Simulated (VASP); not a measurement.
# SiC (Cm) in VASP: a series of runs

SiC is run at these levels: PBE; tasks: single point.

All numbers are computed with VASP 6.6.1; they aren't measurements. Logs are shortened: lines on timing, memory, paths and dates and some standing lists are left out, and cuts for length are marked.

## 1. The cell of the first run

Symmetry: Cm, No. 8, monoclinic system. The conventional cell has a = 5.364 Å, b = 3.097 Å, c = 3.097 Å, α = 90.00°, β = 125.26°, γ = 90.00°. Si (site symmetry m) has 4 C at 1.76 to 2.23 Å within 2.3 Å. Within 2.3 Å of C (site symmetry m) lie 4 Si at 1.76 to 2.23 Å.

## 2. Single point, PBE (atom 2 (C) moved by (-0.300, -0.150) A along [1 1 0] and z)

INCAR reads:

```
PREC = Accurate ; ENCUT = 520
EDIFF = 1E-7 ; ISMEAR = 0
SIGMA = 0.05 ; LREAL = F
LASPH = T ; NELM = 80
ALGO = Normal ; ISIF = 2
LWAVE = F ; LCHARG = F
GGA = PE ; NBANDS = 11
```

KPOINTS reads:

```
regular mesh
0
Gamma
  10 10 10
```

POSCAR reads:

```
SiC
1.0
    0.0000000000      2.1898640950      2.1898640950
    2.1898640950      0.0000000000      2.1898640950
    2.1898640950      2.1898640950      0.0000000000
Si C
1 1
Direct
    0.0000000000      0.0000000000      0.0000000000
    0.7157512993      0.7157512993      0.6873787466
```

Potentials or basis: VASP PAW PBE potentials, release 64 (Si, C).

Launch:

```console
> cat potpaw_PBE.64/Si/POTCAR potpaw_PBE.64/C/POTCAR > POTCAR
> mpirun -np 1 vasp_std > vasp.out
```

OUTCAR:

```text
PREC = Accurate
   ENCUT = 520
   EDIFF = 1E-7
   ISMEAR = 0
   LREAL = F
   LASPH = T
   NELM = 80
   ISIF = 2
   GGA = PE

 ion  position               nearest neighbor table
   1  0.000  0.000  0.000-   2 1.76   2 1.84   2 1.84   2 2.23
   2  0.716  0.716  0.687-   1 1.76   1 1.84   1 1.84   1 2.23

  LATTYP: Found a face centered cubic cell.
 ALAT       =     4.3797281900

  Lattice vectors:

 A1 = (   0.0000000000,   2.1898640950,   2.1898640950)
 A2 = (   2.1898640950,   0.0000000000,   2.1898640950)
 A3 = (   2.1898640950,   2.1898640950,   0.0000000000)

Analysis of symmetry for initial positions (statically):
=====================================================================
 Subroutine PRICEL returns:
 Original cell was already a primitive cell.

 Routine SETGRP: Setting up the symmetry group for a
 face centered cubic supercell.

 Subroutine GETGRP returns: Found  2 space group operations
 (whereof  2 operations were pure point group operations)
 out of a pool of 48 trial point group operations.

The static configuration has the point symmetry C_1h.

Analysis of symmetry for dynamics (positions and initial velocities):
=====================================================================
 Subroutine PRICEL returns:
 Original cell was already a primitive cell.

 Routine SETGRP: Setting up the symmetry group for a
 face centered cubic supercell.

 Subroutine GETGRP returns: Found  2 space group operations
 (whereof  2 operations were pure point group operations)
 out of a pool of 48 trial point group operations.

The dynamic configuration has the point symmetry C_1h.

 Subroutine INISYM returns: Found  2 space group operations
 (whereof  2 operations are pure point group operations),
 and found     1 'primitive' translations

----------------------------------------------------------------------------------------

                                     Primitive cell

  volume of cell :      21.0030

  direct lattice vectors                    reciprocal lattice vectors
     0.000000000  2.189864095  2.189864095    -0.228324671  0.228324671  0.228324671
     2.189864095  0.000000000  2.189864095     0.228324671 -0.228324671  0.228324671
     2.189864095  2.189864095  0.000000000     0.228324671  0.228324671 -0.228324671

  length of vectors
     3.096935503  3.096935503  3.096935503     0.395469932  0.395469932  0.395469932

  position of ions in fractional coordinates (direct lattice)
     0.000000000  0.000000000  0.000000000
     0.715751299  0.715751299  0.687378747

  ion indices of the primitive-cell ions
   primitive index   ion index
                 1           1
                 2           2

----------------------------------------------------------------------------------------

 KPOINTS: regular mesh

Automatic generation of k-mesh.
 Grid dimensions read from file:
 generate k-points for:   10   10   10

 Generating k-lattice:

  Cartesian coordinates                     Fractional coordinates (reciprocal lattice)
    -0.022832467  0.022832467  0.022832467     0.100000000  0.000000000  0.000000000
     0.022832467 -0.022832467  0.022832467     0.000000000  0.100000000  0.000000000
     0.022832467  0.022832467 -0.022832467     0.000000000  0.000000000  0.100000000

  Length of vectors
     0.039546993  0.039546993  0.039546993

  Shift w.r.t. Gamma in fractional coordinates (k-lattice)
     0.000000000  0.000000000  0.000000000

 Subroutine IBZKPT returns following result:
 ===========================================

 Found    282 irreducible k-points:

 Following reciprocal coordinates:
            Coordinates               Weight
  0.000000  0.000000  0.000000      1.000000
  0.100000  0.000000  0.000000      4.000000
  0.000000  0.000000  0.100000      2.000000
  0.100000  0.100000  0.100000      2.000000
  0.200000  0.000000  0.000000      4.000000
  0.000000  0.000000  0.200000      2.000000
[... 16 lines left out ...]
  0.200000  0.100000  0.200000      4.000000
  0.100000 -0.100000 -0.100000      4.000000
 [... further k-points ...]
   k-points           NKPTS =    282   k-points in BZ     NKDIM =    282   number of bands    NBANDS=     11
   number of dos      NEDOS =    301   number of ions     NIONS =      2
   total plane-waves  NPLWV =  13824
   dimension x,y,z NGX =    24 NGY =   24 NGZ =   24
   dimension x,y,z NGXF=    48 NGYF=   48 NGZF=   48
   ions per type =               1   1
   NGX,Y,Z   is equivalent  to a cutoff of  12.88, 12.88, 12.88 a.u.
   NGXF,Y,Z  is equivalent  to a cutoff of  25.77, 25.77, 25.77 a.u.
 SYSTEM =  unknown system
   PREC   = accura    normal or accurate (medium, high low for compatibility)
   ISTART =      0    job   : 0-new  1-cont  2-samecut
   ICHARG =      2    charge: 1-file 2-atom 10-const
   ISPIN  =      1    spin polarized calculation?
   LNONCOLLINEAR =      F non collinear calculations
   LSORBIT =      F    spin-orbit coupling
   LASPH  =      T    aspherical Exc in radial PAW
   ENCUT  =  520.0 eV  38.22 Ry    6.18 a.u.   5.76  5.76  5.76*2*pi/ulx,y,z
   NELM   =     80;   NELMIN=  2; NELMDL= -5     # of ELM steps
   EDIFF  = 0.1E-06   stopping-criterion for ELM
   LREAL  =      F    real-space projection
   EDIFFG = 0.1E-05   stopping-criterion for IOM
   NSW    =      0    number of steps for IOM
   IBRION =     -1    ionic relax: 0-MD 1-quasi-New 2-CG
   NFREE  =      0    steps in history (QN), initial steepest desc. (CG)
   ISIF   =      2    stress and relaxation
   ISYM   =      2    0-nonsym 1-usesym 2-fastsym
   POTIM  = 0.5000    time-step for ionic-motion
   TEBEG  =    0.0;   TEEND  =   0.0 temperature during run
   PSTRESS=    0.0 pullay stress
   NELECT =       8.0000    total number of electrons
   NUPDOWN=      -1.0000    fix difference up-down
   EMIN   =  10.00;   EMAX   =-10.00  energy-range for DOS
   EFERMI =   0.00;   METHOD = LEGACY
   ISMEAR =     0;   SIGMA  =   0.05  broadening in eV -4-tet -1-fermi 0-gaus
   EFERMI_NEDOS =   21; number of points for ismear=-14 and -15
   IALGO  =     38    algorithm
   IMIX   =      4    mixing-type and parameters
     AMIX     =   0.40;   BMIX     =  1.00
     AMIX_MAG =   1.60;   BMIX_MAG =  1.00
  volume/ion in A,a.u.               =      10.50        70.87
  Fermi-wavevector in a.u.,A,eV,Ry     =   1.186709  2.242555 19.160797  1.408279
  Thomas-Fermi vector in A             =   2.322876
   LORBIT       =      0    0 simple, 1 ext, 2 COOP (PROOUT), +10 PAW based schemes
   GGA     = PE    functional components
   LHFCALC =     F    Hartree Fock is set to
   AEXX    =    0.0000 exact exchange contribution
   IVDW    =     0    specifies the selected vdW correction
   LEPSILON=     F    determine dielectric tensor
   LRPA    =     F    only Hartree local field effects (RPA)
 non-spin polarized calculation
 Gauss-broadening in eV      SIGMA  =   0.05
  energy-cutoff  :      520.00
  volume of cell :       21.00
 maximum number of plane-waves:       588
   NGX = 11   NGY = 11   NGZ = 11

 number of electron       8.0000000 magnetization

 Free energy of the ion-electron system (eV)
  ---------------------------------------------------
  ext. energy  EPLUGINS =         0.00000000
  ---------------------------------------------------
  free energy    TOTEN  =       -14.39887383 eV

  energy without entropy =      -14.39866118  energy(sigma->0) =      -14.39876751

 E-fermi :   9.1286     XC(G=0): -11.3023

 val. band max:        9.1045125826   @ k =   0.0000  -0.1000   0.1000
 cond. band min:       9.2555727174   @ k =   0.0000   0.0000   0.0000
 fundamental gap:      0.1510601348
 Fermi energy:         9.1285756605

 k-point     1 :       0.0000    0.0000    0.0000
  band No.  band energies     occupation
      1      -7.3928      2.00000
      2       6.8608      2.00000
      3       7.3230      2.00000
      4       9.2556      0.00033
      5      13.4875      0.00000
      6      15.2681      0.00000
      7      15.3952      0.00000
      8      15.6029      0.00000
      9      22.1851      0.00000
     10      22.1965      0.00000
     11      22.7017      0.00000

 k-point     2 :       0.1000    0.0000    0.0000
  band No.  band energies     occupation
      1      -7.1995      2.00000
      2       6.2973      2.00000
      3       6.9145      2.00000
      4       9.0879      1.74955
      5      13.8196      0.00000
      6      14.7933      0.00000
      7      15.7790      0.00000
      8      16.1760      0.00000
      9      21.2234      0.00000
     10      21.3241      0.00000
     11      23.3650      0.00000

 k-point     3 :       0.0000    0.0000    0.1000
  band No.  band energies     occupation
      1      -7.1982      2.00000
      2       6.0622      2.00000
      3       7.1807      2.00000
      4       9.0829      1.80379
      5      13.8329      0.00000
      6      14.8828      0.00000
      7      15.6798      0.00000
      8      16.1765      0.00000
      9      21.1063      0.00000
     10      21.2403      0.00000
     11      23.5177      0.00000

 k-point     4 :       0.1000    0.1000    0.1000
  band No.  band energies     occupation
      1      -7.2067      2.00000
      2       6.7677      2.00000
      3       7.2326      2.00000
      4       7.9893      2.00000
      5      14.0842      0.00000
      6      15.3251      0.00000
      7      15.4889      0.00000
      8      15.7284      0.00000
      9      21.6992      0.00000
     10      21.7431      0.00000
     11      22.7644      0.00000
[... 239 lines left out ...]
 k-point    22 :       0.1000    0.1000   -0.1000
  band No.  band energies     occupation
      1      -6.6830      2.00000
      2       4.7259      2.00000
      3       6.4912      2.00000
      4       8.7765      2.00000
      5      13.6858      0.00000
      6      14.3615      0.00000
      7      16.6782      0.00000
      8      16.9926      0.00000
      9      19.6325      0.00000
     10      21.6829      0.00000
     11      24.1395      0.00000

 k-point    23 :       0.2000    0.1000    0.2000
  band No.  band energies     occupation
      1      -6.7094      2.00000
      2       6.0315      2.00000
      3       6.4037      2.00000
      4       6.9715      2.00000
      5      13.8822      0.00000
      6      15.2201      0.00000
      7      16.1511      0.00000
      8      16.3783      0.00000
      9      19.8558      0.00000
     10      22.9715      0.00000
     11      23.6058      0.00000

 k-point    24 :       0.1000   -0.1000   -0.1000
  band No.  band energies     occupation
      1      -6.6860      2.00000
      2       4.9406      2.00000
      3       6.2402      2.00000
      4       8.7378      2.00000
      5      13.6317      0.00000
      6      14.4610      0.00000
      7      16.5300      0.00000
      8      17.1811      0.00000
      9      19.6770      0.00000
     10      21.7943      0.00000
     11      23.9440      0.00000

 [... further k-points ...]
[... 5 lines left out ...]
  --------------------------------------------------------------------------------------
  -------------------------------------------------------------------------------------
  Total        0.7776628      0.7776628      1.3600022      0.1578068     -0.7546510     -0.7546510
  in kB       59.3226364     59.3226364    103.7453667     12.0380129    -57.5672208    -57.5672188
  external PRESSURE =      74.1302132 kB  Pullay stress =       0.0000000 kB

 VOLUME and BASIS-vectors are now :
 -----------------------------------------------------------------------------
  energy-cutoff  :      520.00
  volume of cell :       21.00
      direct lattice vectors                 reciprocal lattice vectors
     0.000000000  2.189864095  2.189864095    -0.228324671  0.228324671  0.228324671
     2.189864095  0.000000000  2.189864095     0.228324671 -0.228324671  0.228324671
     2.189864095  2.189864095  0.000000000     0.228324671  0.228324671 -0.228324671

 POSITION                                       TOTAL-FORCE (eV/Angst)
 -----------------------------------------------------------------------------------
      0.00000      0.00000      0.00000        -2.228376     -2.228376     -0.325978
      3.07266      3.07266      3.13480         2.228376      2.228376      0.325978
 -----------------------------------------------------------------------------------
    total drift:                                0.000058      0.000058      0.000004

  FREE ENERGIE OF THE ION-ELECTRON SYSTEM (eV)
  ---------------------------------------------------
  free  energy   TOTEN  =       -14.3988738333 eV

  energy  without entropy=      -14.3986611778  energy(sigma->0) =      -14.39876751
```

Wall time 37 s (1 thread of Intel Xeon 8259CL, shared host); peak memory 0.18 GiB.

What came out:

```yaml
Free_energy: -14.3989 eV
Pressure: 7.4 GPa
Largest_force: 3.168 eV/Å
Band_gap_on_the_k_mesh: zero (bands 4 and 5 overlap by 0.21 eV)
```

Forces on the atoms (eV/Å):
```
Si  -2.228 -2.228 -0.326
C    2.228  2.228  0.326
```

Caveat: the cell differs from its parent crystal (atom 2 (C) moved by (-0.300, -0.150) A along [1 1 0] and z); the cell stands under pressure; semilocal functionals underestimate gaps, so a narrow gap can read as zero; forces of over 1 eV/Å act on the atoms, so gaps and moduli don't describe the material at rest.

[end of part 1 of 2]
